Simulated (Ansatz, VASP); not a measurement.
One calculation of GaN, two programs

Contents of POSCAR:

```
GaN
1.0
    0.0000000000      2.2712049144      2.2712049144
    2.2712049144      0.0000000000      2.2712049144
    2.2712049144      2.2712049144      0.0000000000
Ga N
1 1
Direct
    0.0000000000      0.0000000000      0.0000000000
    0.7500000000      0.7500000000      0.7500000000
```

The input INCAR.step1:

```
SYSTEM = GaN
PREC = Accurate
ENCUT = 520
ISMEAR = 0
SIGMA = 0.02
LREAL = .FALSE.
LASPH = .TRUE.
NELM = 100
NBANDS = 16
GGA = PE
ALGO = Normal
EDIFF = 1E-4
LWAVE = .TRUE.
LCHARG = .FALSE.
```

Contents of INCAR.step2:

```
SYSTEM = GaN
PREC = Accurate
ENCUT = 520
EDIFF = 1E-7
ISMEAR = 0
SIGMA = 0.02
LREAL = .FALSE.
LASPH = .TRUE.
NELM = 100
ALGO = Normal
ISIF = 2
LWAVE = .FALSE.
LCHARG = .TRUE.
METAGGA = R2SCAN
LMIXTAU = .TRUE.
LELF = .TRUE.
LVHAR = .TRUE.
NBANDS = 16
ISTART = 1
```

KPOINTS

```
Automatic mesh
0
G
  10 10 10
  0 0 0
```

Input for Ansatz:

```yaml
crystal:
  lattice:
    - [0.0, 2.2712049161, 2.2712049161]
    - [2.2712049161, 0.0, 2.2712049161]
    - [2.2712049161, 2.2712049161, 0.0]
  atoms:
    - { symbol: Ga, position: [0.0, 0.0, 0.0] }
    - { symbol: "N", position: [0.75, 0.75, 0.75] }
basis:
  ecutwfc: 500
kpoints:
  mp_grid: { grid: [10, 10, 10] }
hamiltonian:
  xc: r2scan
scf:
  occupations: { method: gaussian, width: 0.02 }
output:
  forces: true
  stress: true
  eigenvalues: true
```

Alike in both runs: task single point; functional r2SCAN; k mesh 10 × 10 × 10; occupations gaussian, width 0.02 eV; no spin polarisation.

```csv
,VASP,Ansatz
version,VASP 6.6.1,Ansatz 0.2.0
potentials or method,"VASP PAW PBE potentials, release 64 (Ga_d, N), cutoff 520 eV","scalar-relativistic, plane waves, PAW"
valence electrons in the cell,18,18
```

|  | VASP | Ansatz | Ansatz less VASP |
| --- | --- | --- | --- |
| gap on the k mesh at the Fermi level (eV) | 1.96 | 1.97 | +0.007 |
| least direct gap on the mesh (eV) | 1.96 | 1.97 | +0.007 |
| pressure (GPa) | -4.4 | -5.4 | -1.01 |

VASP's potentials were made for PBE, not for r2SCAN.
